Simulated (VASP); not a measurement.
Here is a VASP 6.6.1 calculation.

File INCAR:

```
PREC = Accurate
ENCUT = 520
EDIFF = 1E-6
ISMEAR = 0
SIGMA = 0.05
LREAL = F
LASPH = T
NELM = 60
ALGO = Normal
ISIF = 2
LWAVE = F
LCHARG = F
GGA = PE
NBANDS = 16
```

File KPOINTS:

```
Automatic mesh
0
Gamma
  6 6 6
```

POSCAR

```
BN
1.0
    0.0000000000     -1.8123937734     -1.8123937734
   -1.8123937734      0.0000000000     -1.8123937734
    1.8123937734      1.8123937734     -3.6247875468
B N
2 2
Direct
   -0.0324421910      0.0233435140      0.0000000000
    0.5324421910      0.4766564860      0.5000000000
    0.3417997868      0.3988889427      0.8750000000
    0.9082002132      0.8511110573      0.3750000000
```

Potentials or basis: VASP PAW PBE potentials, release 64 (B, N).

Command:

```bash
$ cat potpaw_PBE.64/B/POTCAR potpaw_PBE.64/N/POTCAR > POTCAR
$ mpirun -np 1 vasp_std > vasp.out
```

Question: Predict the band gap on the k mesh.

Answer: 4.34 eV, indirect (least direct gap 6.29 eV).

Question: Predict the pressure.

Answer: 0.0 GPa.

Forces on the atoms (eV/Å):
```
B    0.390 -0.545 -0.160
B   -0.387  0.533  0.144
N    0.522 -0.717 -0.197
N   -0.525  0.729  0.213
```

Caveat: the k points lie up to 0.48 Å⁻¹ apart; the cell differs from its parent crystal (mode 4 frozen in at -0.034 Å and mode 5 at +0.068 Å (largest displacements)). A k mesh can miss the band edges.
